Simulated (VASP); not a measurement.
# Fe (Im-3m) in VASP: a series of runs, part 2 of 2

VASP 6.6.1.

## 4. Single point, r2SCAN, collinear spin, ferromagnetic start (volume scaled by 0.9)

POSCAR reads:

```
Fe
1.0
   -1.3932011820      1.3932011820      1.3932011820
    1.3932011820     -1.3932011820      1.3932011820
    1.3932011820      1.3932011820     -1.3932011820
Fe
1
Direct
    0.0000000000      0.0000000000      0.0000000000
```

INCAR.step1 reads:

```
PREC     = Accurate       # precision mode
ENCUT    = 520            # plane-wave cutoff, eV
ISMEAR   = -1             # smearing method
SIGMA    = 0.05           # smearing width, eV
LREAL    = F              # projectors in reciprocal space
LASPH    = T              # aspherical terms in the spheres
NELM     = 150            # most SCF steps
ISPIN    = 2              # spin polarisation
MAGMOM   = 3              # initial moments
LMAXMIX  = 4              # l up to which the mixer works
NBANDS   = 14             # bands
GGA      = PE             # functional
ALGO     = Normal         # electronic algorithm
EDIFF    = 1E-4           # SCF threshold, eV
LWAVE    = T              # write WAVECAR
LCHARG   = F              # write CHGCAR
```

INCAR.step2 reads:

```
PREC     = Accurate       # precision mode
ENCUT    = 520            # plane-wave cutoff, eV
EDIFF    = 1E-7           # SCF threshold, eV
ISMEAR   = -1             # smearing method
SIGMA    = 0.05           # smearing width, eV
LREAL    = F              # projectors in reciprocal space
LASPH    = T              # aspherical terms in the spheres
NELM     = 150            # most SCF steps
ALGO     = Normal         # electronic algorithm
ISIF     = 2              # what is computed and relaxed
LWAVE    = F              # write WAVECAR
LCHARG   = F              # write CHGCAR
ISPIN    = 2              # spin polarisation
MAGMOM   = 3              # initial moments
LORBIT   = 11             # projections on sites
LMAXMIX  = 4              # l up to which the mixer works
METAGGA  = R2SCAN         # meta-GGA
LMIXTAU  = T            
NBANDS   = 14             # bands
ISTART   = 1
```

KPOINTS reads:

```
regular mesh
0
Gamma
  14 14 14
```

Potentials or basis: VASP PAW PBE potentials, release 64 (Fe).

The run is started by

```sh
$ cat potpaw_PBE.64/Fe/POTCAR > POTCAR
$ cp INCAR.step1 INCAR
$ mpirun -np 1 vasp_std > vasp.out
$ cp INCAR.step2 INCAR
$ mpirun -np 1 vasp_std > vasp.out
```

OUTCAR:

```text
PREC = Accurate
   ENCUT = 520
   EDIFF = 1E-7
   ISMEAR = -1
   LREAL = F
   LASPH = T
   NELM = 150
   ISIF = 2
   ISPIN = 2
   LORBIT = 11
   METAGGA = R2SCAN
   ISTART = 1

 ion  position               nearest neighbor table
   1  0.000  0.000  0.000-

  LATTYP: Found a body centered cubic cell.
 ALAT       =     2.7864023640

  Lattice vectors:

 A1 = (  -1.3932011820,   1.3932011820,   1.3932011820)
 A2 = (   1.3932011820,  -1.3932011820,   1.3932011820)
 A3 = (   1.3932011820,   1.3932011820,  -1.3932011820)

Analysis of symmetry for initial positions (statically):
=====================================================================
 Subroutine PRICEL returns:
 Original cell was already a primitive cell.

 Routine SETGRP: Setting up the symmetry group for a
 body centered cubic supercell.

 Subroutine GETGRP returns: Found 48 space group operations
 (whereof 48 operations were pure point group operations)
 out of a pool of 48 trial point group operations.

The static configuration has the point symmetry O_h .

Analysis of symmetry for dynamics (positions and initial velocities):
=====================================================================
 Subroutine PRICEL returns:
 Original cell was already a primitive cell.

 Routine SETGRP: Setting up the symmetry group for a
 body centered cubic supercell.

 Subroutine GETGRP returns: Found 48 space group operations
 (whereof 48 operations were pure point group operations)
 out of a pool of 48 trial point group operations.

The dynamic configuration has the point symmetry O_h .

Analysis of structural, dynamic, and magnetic symmetry:
=====================================================================
 Subroutine PRICEL returns:
 Original cell was already a primitive cell.

 Routine SETGRP: Setting up the symmetry group for a
 body centered cubic supercell.

 Subroutine GETGRP returns: Found 48 space group operations
 (whereof 48 operations were pure point group operations)
 out of a pool of 48 trial point group operations.

The overall configuration has the point symmetry O_h .

 Subroutine INISYM returns: Found 48 space group operations
 (whereof 48 operations are pure point group operations),
 and found     1 'primitive' translations

----------------------------------------------------------------------------------------

                                     Primitive cell

  volume of cell :      10.8169

  direct lattice vectors                    reciprocal lattice vectors
    -1.393201182  1.393201182  1.393201182     0.000000000  0.358885713  0.358885713
     1.393201182 -1.393201182  1.393201182     0.358885713  0.000000000  0.358885713
     1.393201182  1.393201182 -1.393201182     0.358885713  0.358885713  0.000000000

  length of vectors
     2.413095232  2.413095232  2.413095232     0.507541043  0.507541043  0.507541043

  position of ions in fractional coordinates (direct lattice)
     0.000000000  0.000000000  0.000000000

  ion indices of the primitive-cell ions
   primitive index   ion index
                 1           1

----------------------------------------------------------------------------------------

 KPOINTS: regular mesh

Automatic generation of k-mesh.
 Grid dimensions read from file:
 generate k-points for:   14   14   14

[... 65 lines left out ...]
   EDIFFG = 0.1E-05   stopping-criterion for IOM
   NSW    =      0    number of steps for IOM
   IBRION =     -1    ionic relax: 0-MD 1-quasi-New 2-CG
   NFREE  =      0    steps in history (QN), initial steepest desc. (CG)
   ISIF   =      2    stress and relaxation
   ISYM   =      2    0-nonsym 1-usesym 2-fastsym
   POTIM  = 0.5000    time-step for ionic-motion
   TEBEG  =    0.0;   TEEND  =   0.0 temperature during run
   PSTRESS=    0.0 pullay stress
   NELECT =       8.0000    total number of electrons
   NUPDOWN=      -1.0000    fix difference up-down
   EMIN   =  10.00;   EMAX   =-10.00  energy-range for DOS
   EFERMI =   0.00;   METHOD = LEGACY
   ISMEAR =    -1;   SIGMA  =   0.05  broadening in eV -4-tet -1-fermi 0-gaus
   EFERMI_NEDOS =   21; number of points for ismear=-14 and -15
   IALGO  =     38    algorithm
   IMIX   =      4    mixing-type and parameters
     AMIX     =   0.40;   BMIX     =  1.00
     AMIX_MAG =   1.60;   BMIX_MAG =  1.00
  volume/ion in A,a.u.               =      10.82        73.00
  Fermi-wavevector in a.u.,A,eV,Ry     =   1.480486  2.797713 29.821781  2.191839
  Thomas-Fermi vector in A             =   2.594514
   LORBIT       =     11    0 simple, 1 ext, 2 COOP (PROOUT), +10 PAW based schemes
   METAGGA = R2SCAN    functional components
   LHFCALC =     F    Hartree Fock is set to
   AEXX    =    0.0000 exact exchange contribution
   IVDW    =     0    specifies the selected vdW correction
   LEPSILON=     F    determine dielectric tensor
   LRPA    =     F    only Hartree local field effects (RPA)
 spin polarized calculation
  energy-cutoff  :      520.00
  volume of cell :       10.82
 maximum number of plane-waves:       321
 NGX is ok and might be reduce to    18
   NGX =  9   NGY =  9   NGZ =  9

 number of electron       8.0000003 magnetization       2.5305323

 Free energy of the ion-electron system (eV)
  ---------------------------------------------------
  ext. energy  EPLUGINS =         0.00000000
  ---------------------------------------------------
  free energy    TOTEN  =       -14.31673521 eV

  energy without entropy =      -14.31175617  energy(sigma->0) =      -14.31424569

 E-fermi :   6.1882     XC(G=0): -14.5639

 val. band max:        6.1761804013   @ k =  -0.1429   0.2143   0.0714
 cond. band min:       6.2201084096   @ k =  -0.2857   0.2857   0.2143
 fundamental gap:      0.0439280083
 Fermi energy:         6.1882440401

 spin component 1

 k-point     1 :       0.0000    0.0000    0.0000
  band No.  band energies     occupation
      1      -2.6571      1.00000
      2       3.1979      1.00000
      3       3.1979      1.00000
      4       3.1979      1.00000
      5       4.5769      1.00000
      6       4.5769      1.00000
      7      32.8598      0.00000
      8      32.8599      0.00000
      9      32.8599      0.00000
     10      38.2680      0.00000
     11      38.2680      0.00000
     12      40.4436      0.00000
     13      40.4436      0.00000
     14      40.4437      0.00000
[... 379 lines left out ...]
      3       2.7630      1.00000
      4       4.7652      1.00000
      5       4.9804      1.00000
      6      12.2568      0.00000
      7      14.2427      0.00000
      8      16.9908      0.00000
      9      26.7420      0.00000
     10      35.6577      0.00000
     11      37.3239      0.00000
     12      44.8143      0.00000
     13      48.3756      0.00000
     14      52.3817      0.00000

 [... further k-points ...]

 spin component 2

 k-point     1 :       0.0000    0.0000    0.0000
  band No.  band energies     occupation
      1      -3.2473      1.00000
      2       6.4423      0.00618
      3       6.4424      0.00617
      4       6.4424      0.00616
      5       8.8726      0.00000
      6       8.8726      0.00000
      7      32.5012      0.00000
      8      32.5013      0.00000
      9      32.5013      0.00000
     10      38.8633      0.00000
     11      38.8634      0.00000
     12      42.2219      0.00000
     13      42.2220      0.00000
     14      42.2221      0.00000
[... 379 lines left out ...]
      3       4.7201      1.00000
      4       8.7829      0.00000
      5       9.0220      0.00000
      6      13.9012      0.00000
      7      15.8600      0.00000
      8      18.4249      0.00000
      9      27.8095      0.00000
     10      36.1687      0.00000
     11      37.8491      0.00000
     12      46.9076      0.00000
     13      50.0078      0.00000
     14      54.0439      0.00000

 [... further k-points ...]
[... 5 lines left out ...]
  --------------------------------------------------------------------------------------
  -------------------------------------------------------------------------------------
  Total        1.1516963      1.1516963      1.1516963      0.0000000     -0.0000000      0.0000000
  in kB      170.5874376    170.5874376    170.5874376      0.0000000     -0.0000000      0.0000000
  external PRESSURE =     170.5874376 kB  Pullay stress =       0.0000000 kB

 VOLUME and BASIS-vectors are now :
 -----------------------------------------------------------------------------
  energy-cutoff  :      520.00
  volume of cell :       10.82
      direct lattice vectors                 reciprocal lattice vectors
    -1.393201182  1.393201182  1.393201182     0.000000000  0.358885713  0.358885713
     1.393201182 -1.393201182  1.393201182     0.358885713  0.000000000  0.358885713
     1.393201182  1.393201182 -1.393201182     0.358885713  0.358885713  0.000000000

 POSITION                                       TOTAL-FORCE (eV/Angst)
 -----------------------------------------------------------------------------------
      0.00000      0.00000      0.00000         0.000000      0.000000     -0.000000
 -----------------------------------------------------------------------------------
    total drift:                                0.000000      0.000000      0.000000

  FREE ENERGIE OF THE ION-ELECTRON SYSTEM (eV)
  ---------------------------------------------------
  free  energy   TOTEN  =       -14.3167352103 eV

  energy  without entropy=      -14.3117561714  energy(sigma->0) =      -14.31424569

 total charge

# of ion       s       p       d       tot
------------------------------------------
    1        0.512   0.620   6.251   7.384

 magnetization (x)

# of ion       s       p       d       tot
------------------------------------------
    1       -0.016  -0.120   2.705   2.570
```

Wall time 56 s (1 thread of Intel Xeon 6975P-C (Granite Rapids), shared host); peak memory 0.14 GiB.

Results:

```yaml
Free_energy: -14.3167 eV
Pressure: 17.1 GPa
Net_moment: 2.53 μB per cell
Site_moments: Fe +2.57 μB
Valence_electrons_inside_the_program's_atomic_spheres: Fe 7.38
```

Caveat: the PAW data sets were made with another functional, which shifts forces and pressure a little.

## 5. Single point, r2SCAN, collinear spin, ferromagnetic start (volume scaled by 0.95)

POSCAR reads:

```
Fe
1.0
   -1.4185376471      1.4185376471      1.4185376471
    1.4185376471     -1.4185376471      1.4185376471
    1.4185376471      1.4185376471     -1.4185376471
Fe
1
Direct
    0.0000000000      0.0000000000      0.0000000000
```

INCAR.step1 reads:

```
SYSTEM = Fe
PREC = Accurate
ENCUT = 520
ISMEAR = -1
SIGMA = 0.05
LREAL = .FALSE.
LASPH = .TRUE.
NELM = 150
ISPIN = 2
MAGMOM = 3
LMAXMIX = 4
NBANDS = 14
GGA = PE
ALGO = Normal
EDIFF = 1E-4
LWAVE = .TRUE.
LCHARG = .FALSE.
```

INCAR.step2 reads:

```
SYSTEM = Fe
PREC = Accurate
ENCUT = 520
EDIFF = 1E-6
ISMEAR = -1
SIGMA = 0.05
LREAL = .FALSE.
LASPH = .TRUE.
NELM = 150
ALGO = Normal
ISIF = 2
LWAVE = .FALSE.
LCHARG = .FALSE.
ISPIN = 2
MAGMOM = 3
LORBIT = 11
LMAXMIX = 4
METAGGA = R2SCAN
LMIXTAU = .TRUE.
NBANDS = 14
ISTART = 1
```

KPOINTS reads:

```
regular mesh
0
G
  14 14 14
  0 0 0
```

Potentials or basis: VASP PAW PBE potentials, release 64 (Fe).

The run is started by

```sh
$ cat potpaw_PBE.64/Fe/POTCAR > POTCAR
$ cp INCAR.step1 INCAR
$ mpirun -np 1 vasp_std > vasp.out
$ cp INCAR.step2 INCAR
$ mpirun -np 1 vasp_std > vasp.out
```

OUTCAR:

```text
SYSTEM = Fe
   PREC = Accurate
   ENCUT = 520
   EDIFF = 1E-6
   ISMEAR = -1
   LREAL = .FALSE.
   LASPH = .TRUE.
   NELM = 150
   ISIF = 2
   ISPIN = 2
   LORBIT = 11
   METAGGA = R2SCAN
   ISTART = 1

 ion  position               nearest neighbor table
   1  0.000  0.000  0.000-

  LATTYP: Found a body centered cubic cell.
 ALAT       =     2.8370752942

  Lattice vectors:

 A1 = (  -1.4185376471,   1.4185376471,   1.4185376471)
 A2 = (   1.4185376471,  -1.4185376471,   1.4185376471)
 A3 = (   1.4185376471,   1.4185376471,  -1.4185376471)

[... 1021 lines left out ...]
  -------------------------------------------------------------------------------------
  Total        0.3185350      0.3185350      0.3185350      0.0000000     -0.0000000      0.0000000
  in kB       44.6976940     44.6976940     44.6976940      0.0000000     -0.0000000      0.0000000
  external PRESSURE =      44.6976940 kB  Pullay stress =       0.0000000 kB

 VOLUME and BASIS-vectors are now :
 -----------------------------------------------------------------------------
  energy-cutoff  :      520.00
  volume of cell :       11.42
      direct lattice vectors                 reciprocal lattice vectors
    -1.418537647  1.418537647  1.418537647     0.000000000  0.352475665  0.352475665
     1.418537647 -1.418537647  1.418537647     0.352475665  0.000000000  0.352475665
     1.418537647  1.418537647 -1.418537647     0.352475665  0.352475665  0.000000000

 POSITION                                       TOTAL-FORCE (eV/Angst)
 -----------------------------------------------------------------------------------
      0.00000      0.00000      0.00000         0.000000      0.000000      0.000000
 -----------------------------------------------------------------------------------
    total drift:                                0.000000      0.000000      0.000000

  FREE ENERGIE OF THE ION-ELECTRON SYSTEM (eV)
  ---------------------------------------------------
  free  energy   TOTEN  =       -14.3550873030 eV

  energy  without entropy=      -14.3489920020  energy(sigma->0) =      -14.35203965

 total charge

# of ion       s       p       d       tot
------------------------------------------
    1        0.489   0.573   6.200   7.263

 magnetization (x)

# of ion       s       p       d       tot
------------------------------------------
    1       -0.014  -0.119   2.774   2.641
```

OSZICAR.step1:

```text
N       E                     dE             d eps       ncg     rms          rms(c)
DAV:   1     0.215616971074E+02    0.21562E+02   -0.38497E+03  6378   0.701E+02
DAV:   2    -0.821035409513E+01   -0.29772E+02   -0.27322E+02  6394   0.128E+02
DAV:   3    -0.913393831776E+01   -0.92358E+00   -0.91379E+00  6970   0.231E+01
DAV:   4    -0.913703925859E+01   -0.31009E-02   -0.31007E-02  6910   0.122E+00
DAV:   5    -0.913705416778E+01   -0.14909E-04   -0.14910E-04  6870   0.869E-02    0.115E+01
DAV:   6    -0.832314343433E+01    0.81391E+00   -0.99824E+00  7348   0.365E+01    0.569E+00
DAV:   7    -0.826335061345E+01    0.59793E-01   -0.60634E-01  7174   0.871E+00    0.334E+00
DAV:   8    -0.825552550644E+01    0.78251E-02   -0.61880E-03  6840   0.467E-01    0.137E+00
DAV:   9    -0.824831555621E+01    0.72100E-02   -0.58660E-03  7754   0.385E-01    0.265E-01
DAV:  10    -0.824825858697E+01    0.56969E-04   -0.73581E-04  6714   0.230E-01
   1 F= -.82482586E+01 E0= -.82448476E+01  d E =-.682201E-02  mag=     2.1993
```

It took 49 s on 1 thread of Intel Xeon 6975P-C (Granite Rapids), shared host; peak memory 0.14 GiB.

What came out:

* Free energy: -14.3551 eV
* Pressure: 4.5 GPa
* Net moment: 2.58 μB per cell
* Site moments: Fe +2.64 μB
* Valence electrons inside the program's atomic spheres: Fe 7.26

Caveat: the PAW data sets were made with another functional, which shifts forces and pressure a little.

## 6. Summary

| cell | gap on the mesh (eV) | pressure (GPa) | moment (μB) |
| --- | --- | --- | --- |
| a = 2.320 Å, angles 109.5°, 1 atom | none | 48.0 | 2.17 |
| a = 2.368 Å, angles 109.5°, 1 atom | none | 28.2 | 2.31 |
| a = 2.413 Å, angles 109.5°, 1 atom | none | 17.1 | 2.53 |
| a = 2.457 Å, angles 109.5°, 1 atom | none | 4.5 | 2.58 |

Alike in all rows: task single point; level r2SCAN; potentials or basis VASP PAW PBE potentials, release 64 (Fe); spin collinear, ferromagnetic start; k mesh 14 × 14 × 14; cutoff (eV) 520; smearing fermi-dirac 0.05 eV.

Caveats: the PAW data sets were made with another functional, which shifts forces and pressure a little.

Absolute energies hang on the potentials; compare differences alone.
